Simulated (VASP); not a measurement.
The system is SiO2.

```
CELL_PARAMETERS angstrom
4.23568 0.00000 0.00000
0.00000 4.23568 0.00000
0.00000 0.00000 2.69064
ATOMIC_POSITIONS crystal
Si 0.00000 0.00000 0.00000
Si 0.50000 0.50000 0.50000
O 0.30697 0.30697 0.00000
O 0.19303 0.80697 0.50000
O 0.80697 0.19303 0.50000
O 0.69303 0.69303 0.00000
```

| Property | Result |
| --- | --- |
| Program | VASP 6.6.1 |
| Task | relaxation of cell and atoms |
| Functional | r2SCAN |
| Potentials or basis | VASP PAW PBE potentials, release 64 (Si, O) |
| Cutoff | 600 eV |
| k mesh | 6 × 6 × 8 |
| Occupations | fermi-dirac, width 0.02 eV |
| Spin | no spin polarisation |

At the start: pressure -9.5 GPa; volume 8.05 Å³/atom.

Q: How do energy, volume and symmetry change on relaxing?

A: Over 8 steps the energy falls by 7.9 meV/atom and the volume is 7.79 Å³/atom (-3.2 %); space group P4_2/mnm (No. 136, to 0.05 Å).

Step by step:
| step | energy change (eV) | largest force (eV/Å) | pressure (GPa) | volume (Å³) |
| --- | --- | --- | --- | --- |
| 1 | 0.0000 | 0.0691 | -9.53 | 48.27 |
| 2 | 0.0447 | 0.5945 | 15.03 | 45.00 |
| 3 | -0.0429 | 0.1868 | -0.25 | 46.89 |
| 4 | -0.0429 | 0.1924 | -0.04 | 46.87 |
| 5 | -0.0468 | 0.0257 | 0.16 | 46.70 |
| 6 | -0.0468 | 0.0272 | 0.16 | 46.70 |
| 7 | -0.0471 | 0.0031 | -0.16 | 46.72 |
| 8 | -0.0471 | 0.0037 | -0.09 | 46.72 |

Final structure:
```
Si O
1.0
     4.18133    0.00000    0.00000
     0.00000    4.18133    0.00000
     0.00000    0.00000    2.67213
Si O
2 4
Direct
  0.00000 0.00000 0.00000
  0.50000 0.50000 0.50000
  0.30589 0.30589 0.00000
  0.19411 0.80589 0.50000
  0.80589 0.19411 0.50000
  0.69411 0.69411 0.00000
```

Caveat: the PAW data sets were made with another functional, which shifts forces and pressure a little.
